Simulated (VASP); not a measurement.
# Li2Pt (P6/mmm) in VASP: a series of runs, part 2 of 2

VASP 6.6.1.

### Step 3. Single point, LDA (volume scaled by 0.98)

Contents of INCAR:

```
SYSTEM = Li2Pt
PREC = Accurate
ENCUT = 520
EDIFF = 1E-6
ISMEAR = -1
SIGMA = 0.03
LREAL = .FALSE.
LASPH = .TRUE.
NELM = 60
ALGO = Normal
ISIF = 2
LWAVE = .FALSE.
LCHARG = .FALSE.
GGA = CA
NBANDS = 15
```

Contents of KPOINTS:

```
regular mesh
0
G
  9 9 12
  0 0 0
```

Contents of POSCAR:

```
Li2Pt
1.0
    4.1579041872      0.0000000000      0.0000000000
   -2.0789520936      3.6008506527      0.0000000000
    0.0000000000      0.0000000000      2.6431404015
Li Pt
2 1
Direct
    0.3333333333      0.6666666667      0.5000000000
    0.6666666667      0.3333333333      0.5000000000
    0.0000000000      0.0000000000      0.0000000000
```

Potentials or basis: VASP PAW LDA potentials, release 64 (Li_sv, Pt).

Run with:

```bash
> cat potpaw_LDA.64/Li_sv/POTCAR potpaw_LDA.64/Pt/POTCAR > POTCAR
> mpirun -np 1 vasp_std > vasp.out
```

OUTCAR:

```text
SYSTEM = Li2Pt
   PREC = Accurate
   ENCUT = 520
   EDIFF = 1E-6
   ISMEAR = -1
   LREAL = .FALSE.
   LASPH = .TRUE.
   NELM = 60
   ISIF = 2
   GGA = CA

 ion  position               nearest neighbor table
   1  0.333  0.667  0.500-   2 2.40   2 2.40   2 2.40   3 2.74   3 2.74   3 2.74   3 2.74   3 2.74
                             3 2.74
   2  0.667  0.333  0.500-   1 2.40   1 2.40   1 2.40   3 2.74   3 2.74   3 2.74   3 2.74   3 2.74
                             3 2.74
   3  0.000  0.000  0.000-   1 2.74   2 2.74   1 2.74   2 2.74   2 2.74   2 2.74   1 2.74   1 2.74
                             2 2.74   2 2.74   1 2.74   1 2.74

  LATTYP: Found a hexagonal cell.
 ALAT       =     4.1579041872
 C/A-ratio  =     0.6356905505

  Lattice vectors:

 A1 = (   4.1579041872,   0.0000000000,   0.0000000000)
 A2 = (  -2.0789520936,   3.6008506527,   0.0000000000)
 A3 = (   0.0000000000,   0.0000000000,   2.6431404015)

Analysis of symmetry for initial positions (statically):
=====================================================================
 Subroutine PRICEL returns:
 Original cell was already a primitive cell.

 Routine SETGRP: Setting up the symmetry group for a
 hexagonal supercell.

 Subroutine GETGRP returns: Found 24 space group operations
 (whereof 24 operations were pure point group operations)
 out of a pool of 24 trial point group operations.

The static configuration has the point symmetry D_6h.

Analysis of symmetry for dynamics (positions and initial velocities):
=====================================================================
 Subroutine PRICEL returns:
 Original cell was already a primitive cell.

 Routine SETGRP: Setting up the symmetry group for a
 hexagonal supercell.

 Subroutine GETGRP returns: Found 24 space group operations
 (whereof 24 operations were pure point group operations)
 out of a pool of 24 trial point group operations.

The dynamic configuration has the point symmetry D_6h.

 Subroutine INISYM returns: Found 24 space group operations
 (whereof 24 operations are pure point group operations),
 and found     1 'primitive' translations

[... 121 lines left out ...]
   GGA     = CA    functional components
   LHFCALC =     F    Hartree Fock is set to
   AEXX    =    0.0000 exact exchange contribution
   IVDW    =     0    specifies the selected vdW correction
   LEPSILON=     F    determine dielectric tensor
   LRPA    =     F    only Hartree local field effects (RPA)
 non-spin polarized calculation
  energy-cutoff  :      520.00
  volume of cell :       39.57
 maximum number of plane-waves:      1102
 NGX is ok and might be reduce to    32
   NGX = 15   NGY = 15   NGZ =  9

 number of electron      15.9999997 magnetization

 Free energy of the ion-electron system (eV)
  ---------------------------------------------------
  ext. energy  EPLUGINS =         0.00000000
  ---------------------------------------------------
  free energy    TOTEN  =       -13.16100467 eV

  energy without entropy =      -13.15691494  energy(sigma->0) =      -13.15895981

 E-fermi :   5.2709     XC(G=0): -10.5420

 val. band max:        5.2416325331   @ k =   0.3333   0.0000   0.4167
 cond. band min:       5.2925804794   @ k =   0.2222   0.2222   0.4167
 fundamental gap:      0.0509479464
 Fermi energy:         5.2709114760

 k-point     1 :       0.0000    0.0000    0.0000
  band No.  band energies     occupation
      1     -39.4446      2.00000
      2     -39.3186      2.00000
      3      -1.4497      2.00000
      4       0.7700      2.00000
      5       1.8750      2.00000
      6       1.8750      2.00000
      7       4.6255      2.00000
      8       4.6255      2.00000
      9       9.1201      0.00000
     10       9.1201      0.00000
     11      11.7253      0.00000
     12      11.7253      0.00000
     13      14.4977      0.00000
     14      15.6059      0.00000
[... 401 lines left out ...]
      2     -39.3789      2.00000
      3      -0.4645      2.00000
      4       2.2471      2.00000
      5       2.2524      2.00000
      6       2.2524      2.00000
      7       3.8412      2.00000
      8       3.8412      2.00000
      9       5.2945      0.62642
     10       5.2945      0.62642
     11      13.7004      0.00000
     12      16.4494      0.00000
     13      16.4494      0.00000
     14      20.0935      0.00000
     15      20.0936      0.00000

 [... further k-points ...]
[... 5 lines left out ...]
  --------------------------------------------------------------------------------------
  -------------------------------------------------------------------------------------
  Total       -0.7162722     -0.7162722     -0.7295037      0.0000000     -0.0000000     -0.0000000
  in kB      -28.9993891    -28.9993891    -29.5350890      0.0000000     -0.0000000     -0.0000000
  external PRESSURE =     -29.1779557 kB  Pullay stress =       0.0000000 kB

 VOLUME and BASIS-vectors are now :
 -----------------------------------------------------------------------------
  energy-cutoff  :      520.00
  volume of cell :       39.57
      direct lattice vectors                 reciprocal lattice vectors
     4.157904187  0.000000000  0.000000000     0.240505782  0.138856078  0.000000000
    -2.078952094  3.600850653  0.000000000     0.000000000  0.277712157  0.000000000
     0.000000000  0.000000000  2.643140402     0.000000000  0.000000000  0.378337829

 POSITION                                       TOTAL-FORCE (eV/Angst)
 -----------------------------------------------------------------------------------
     -0.00000      2.40057      1.32157        -0.000000     -0.000000      0.000000
      2.07895      1.20028      1.32157         0.000000      0.000000     -0.000000
      0.00000      0.00000      0.00000        -0.000000      0.000000      0.000000
 -----------------------------------------------------------------------------------
    total drift:                                0.000000     -0.000000     -0.000000

  FREE ENERGIE OF THE ION-ELECTRON SYSTEM (eV)
  ---------------------------------------------------
  free  energy   TOTEN  =       -13.1610046715 eV

  energy  without entropy=      -13.1569149392  energy(sigma->0) =      -13.15895981
```

OSZICAR:

```text
N       E                     dE             d eps       ncg     rms          rms(c)
DAV:   1     0.742070337338E+02    0.74207E+02   -0.72667E+03  2544   0.110E+03
DAV:   2    -0.631918230302E+01   -0.80526E+02   -0.73373E+02  3073   0.241E+02
DAV:   3    -0.138370223874E+02   -0.75178E+01   -0.73383E+01  4811   0.486E+01
DAV:   4    -0.139410546963E+02   -0.10403E+00   -0.10398E+00  2807   0.821E+00
DAV:   5    -0.139424880572E+02   -0.14334E-02   -0.14333E-02  3664   0.768E-01    0.792E+00
DAV:   6    -0.134218129143E+02    0.52068E+00   -0.29761E+00  2702   0.147E+01    0.302E+00
DAV:   7    -0.131805194389E+02    0.24129E+00   -0.38119E-01  2667   0.554E+00    0.102E+00
DAV:   8    -0.131643803081E+02    0.16139E-01   -0.23384E-02  3421   0.108E+00    0.519E-01
DAV:   9    -0.131609743753E+02    0.34059E-02   -0.87201E-03  3323   0.760E-01    0.931E-02
DAV:  10    -0.131610024148E+02   -0.28039E-04   -0.14155E-04  3292   0.949E-02    0.234E-02
DAV:  11    -0.131610047898E+02   -0.23750E-05   -0.64425E-06  3722   0.189E-02    0.263E-03
DAV:  12    -0.131610046715E+02    0.11826E-06   -0.22427E-07  2254   0.431E-03
   1 F= -.13161005E+02 E0= -.13158960E+02  d E =-.408973E-02
```

Wall time 12 s (1 thread of Intel Xeon 6975P-C (Granite Rapids), shared host); peak memory 0.17 GiB.

Results:

```
Free energy            : -13.1610 eV
Band gap on the k mesh : zero (band 8 reaches 6.40 eV, above the bottom of band 9 at 4.57 eV)
```

Levels at points of the mesh, in eV from the Fermi level:
| k point | band 4 | band 5 | band 6 | band 7 | band 8 | band 9 | band 10 | band 11 | band 12 | band 13 |
| --- | --- | --- | --- | --- | --- | --- | --- | --- | --- | --- |
| (0.00, 0.00, 0.00) | -4.50 | -3.40 | -3.40 | -0.65 | -0.65 | 3.85 | 3.85 | 6.45 | 6.45 | 9.23 |
| (0.00, 0.00, 0.50) | -3.86 | -3.86 | -2.19 | -2.19 | 0.58 | 2.93 | 6.50 | 6.50 | 7.29 | 10.67 |

Caveat: the cutoff is under 1.25 times the usual one of these potentials, so pressure, stress and relaxed cells hold a basis-set (Pulay) error; spin-orbit coupling is left out, which moves the levels of the heavy elements.

### Step 4. Single point, LDA (volume scaled by 1.01)

Contents of INCAR:

```
  ALGO = Normal
  EDIFF = 1E-7
  ENCUT = 520
  ISIF = 2
  ISMEAR = -1
  LASPH = True
  LCHARG = False
  LREAL = False
  LWAVE = False
  NBANDS = 15
  NELM = 60
  PREC = Accurate
  SIGMA = 0.03
```

Contents of KPOINTS:

```
k-points
0
Gamma
  9 9 12
```

Contents of POSCAR:

```
Li2Pt
1.0
    4.1999060621      0.0000000000      0.0000000000
   -2.0999530311      3.6372253434      0.0000000000
    0.0000000000      0.0000000000      2.6698405965
Li Pt
2 1
Direct
    0.3333333333      0.6666666667      0.5000000000
    0.6666666667      0.3333333333      0.5000000000
    0.0000000000      0.0000000000      0.0000000000
```

Run with:

```bash
> cat potpaw_LDA.64/Li_sv/POTCAR potpaw_LDA.64/Pt/POTCAR > POTCAR
> mpirun -np 1 vasp_std > vasp.out
```

Wall time 15 s (1 thread of Intel Xeon 6975P-C (Granite Rapids), shared host); peak memory 0.17 GiB.

It converged, with:

* Free energy: -13.1322 eV
* Band gap on the k mesh: zero (band 8 reaches 6.13 eV, above the bottom of band 9 at 4.29 eV)

Levels at points of the mesh, in eV from the Fermi level:
| k point | band 6 | band 7 | band 8 | band 9 | band 10 | band 11 |
| --- | --- | --- | --- | --- | --- | --- |
| (0.00, 0.00, 0.00) | -3.27 | -0.65 | -0.65 | 3.81 | 3.81 | 6.32 |
| (0.00, 0.00, 0.50) | -2.12 | -2.12 | 0.56 | 2.79 | 6.46 | 6.46 |

Caveat: the cutoff is under 1.25 times the usual one of these potentials, so pressure, stress and relaxed cells hold a basis-set (Pulay) error; spin-orbit coupling is left out, which moves the levels of the heavy elements.

### Step 5. Single point, LDA (volume scaled by 1.04)

Contents of INCAR:

```
SYSTEM = Li2Pt
PREC = Accurate ; ENCUT = 520
EDIFF = 1E-6 ; ISMEAR = -1
SIGMA = 0.03 ; LREAL = .FALSE.
LASPH = .TRUE. ; NELM = 80
ALGO = Normal ; ISIF = 2
LWAVE = .FALSE. ; LCHARG = .FALSE.
NBANDS = 15
```

Contents of KPOINTS:

```
regular mesh
0
G
  9 9 12
  0 0 0
```

Contents of POSCAR:

```
Li2Pt
1.0
    4.2410842377      0.0000000000      0.0000000000
   -2.1205421188      3.6728866895      0.0000000000
    0.0000000000      0.0000000000      2.6960171736
Li Pt
2 1
Direct
    0.3333333333      0.6666666667      0.5000000000
    0.6666666667      0.3333333333      0.5000000000
    0.0000000000      0.0000000000      0.0000000000
```

Run with:

```bash
> cat potpaw_LDA.64/Li_sv/POTCAR potpaw_LDA.64/Pt/POTCAR > POTCAR
> mpirun -np 1 vasp_std > vasp.out
```

Run time: 13 s. Hardware: 1 thread of Intel Xeon 6975P-C (Granite Rapids), shared host; peak memory 0.17 GiB.

It converged, with:

```yaml
Free_energy: -13.0890 eV
Band_gap_on_the_k_mesh: zero (band 8 reaches 5.88 eV, above the bottom of band 9 at 4.03 eV)
```

Levels at points of the mesh, in eV from the Fermi level:
| k point | band 5 | band 6 | band 7 | band 8 | band 9 | band 10 | band 11 | band 12 |
| --- | --- | --- | --- | --- | --- | --- | --- | --- |
| (0.00, 0.00, 0.00) | -3.15 | -3.15 | -0.65 | -0.65 | 3.77 | 3.77 | 6.20 | 6.20 |
| (0.00, 0.00, 0.50) | -3.57 | -2.05 | -2.05 | 0.54 | 2.67 | 6.41 | 6.41 | 7.15 |

Caveat: the cutoff is under 1.25 times the usual one of these potentials, so pressure, stress and relaxed cells hold a basis-set (Pulay) error; spin-orbit coupling is left out, which moves the levels of the heavy elements.

### Step 6. The runs side by side

```csv
cell,gap on the mesh (eV)
"a = 4.101, b = 4.101, c = 2.607 Å, angles 90.0, 90.0, 120.0°, 3 atoms",none
"a = 4.158, b = 4.158, c = 2.643 Å, angles 90.0, 90.0, 120.0°, 3 atoms",none
"a = 4.200, b = 4.200, c = 2.670 Å, angles 90.0, 90.0, 120.0°, 3 atoms",none
"a = 4.241, b = 4.241, c = 2.696 Å, angles 90.0, 90.0, 120.0°, 3 atoms",none
```

Alike in all rows: task single point; level LDA; potentials or basis VASP PAW LDA potentials, release 64 (Li_sv, Pt); no spin polarisation; k mesh 9 × 9 × 12; cutoff (eV) 520; smearing fermi-dirac 0.03 eV.

Caveats: the cutoff is under 1.25 times the usual one of these potentials, so pressure, stress and relaxed cells hold a basis-set (Pulay) error; spin-orbit coupling is left out, which moves the levels of the heavy elements.

Absolute energies hang on the potentials; compare differences alone.
